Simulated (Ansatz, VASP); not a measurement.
# KI in VASP and in Ansatz

POSCAR

```
KI
1.0
    0.0000000000      3.5459622495      3.5459622495
    3.5459622495      0.0000000000      3.5459622495
    3.5459622495      3.5459622495      0.0000000000
K I
1 1
Direct
    0.0000000000      0.0000000000      0.0000000000
    0.5000000000      0.5000000000      0.5000000000
```

INCAR.step1

```
ALGO = Normal
EDIFF = 1E-4
ENCUT = 520
GGA = PE
ISMEAR = 0
LASPH = T
LCHARG = F
LREAL = F
LWAVE = T
NBANDS = 15
NELM = 100
PREC = Accurate
SIGMA = 0.01
```

INCAR.step2

```
ALGO = Normal
EDIFF = 1E-7
ENCUT = 520
ISIF = 2
ISMEAR = 0
ISTART = 1
LASPH = T
LCHARG = F
LMIXTAU = T
LREAL = F
LWAVE = F
METAGGA = R2SCAN
NBANDS = 15
NELM = 100
PREC = Accurate
SIGMA = 0.01
```

KPOINTS

```
k-points
0
Gamma
  6 6 6
```

Input for Ansatz:

```yaml
crystal:
  lattice:
    - [0.0, 3.54596224948, 3.54596224948]
    - [3.54596224948, 0.0, 3.54596224948]
    - [3.54596224948, 3.54596224948, 0.0]
  atoms:
    - { symbol: K, position: [0.0, 0.0, 0.0] }
    - { symbol: I, position: [0.5, 0.5, 0.5] }
kpoints:
  mp_grid: { grid: [6, 6, 6] }
scf:
  occupations: { method: fixed }
hamiltonian:
  xc: r2scan
  pseudopotentials: { kind: paw }
output:
  forces: true
  stress: true
  eigenvalues: true
  eigenstates:
    nscf_kmesh: { grid: [10, 10, 10] }
    de_dk: true
    e_range: [-9, 14.58222418574]
  optics:
    e_range: [0, 25]
    de: 0.2
    sigma: 0.25
    bands: { spectra_wanted_up_to: 25 }
    nscf_kmesh: { grid: [10, 10, 10] }
checkpoint:
  write: ck
  write_wavefunctions: false
```

Alike in both runs: task single point; functional r2SCAN; k mesh 6 × 6 × 6; no spin polarisation.

```csv
,VASP,Ansatz
version,VASP 6.6.1,Ansatz 0.2.0
potentials or method,"VASP PAW PBE potentials, release 64 (K_sv, I)","PAW with Ansatz's default frozen-core files, scalar-relativistic"
plane-wave cutoff (eV),520,500
occupations,"gaussian, width 0.01 eV",fixed
valence electrons in the cell,16,26
```

```tsv
	VASP	Ansatz	Ansatz less VASP
gap on the k mesh at the Fermi level (eV)	4.58	4.58	+0.003
pressure (GPa)	0.0	0.0	0.00
```

VASP's potentials were made for PBE, not for r2SCAN. VASP's potentials hold 16 valence electrons a cell and Ansatz's 26, so a difference there can come from the potentials and not from the codes.

Neither program's run includes spin-orbit coupling.
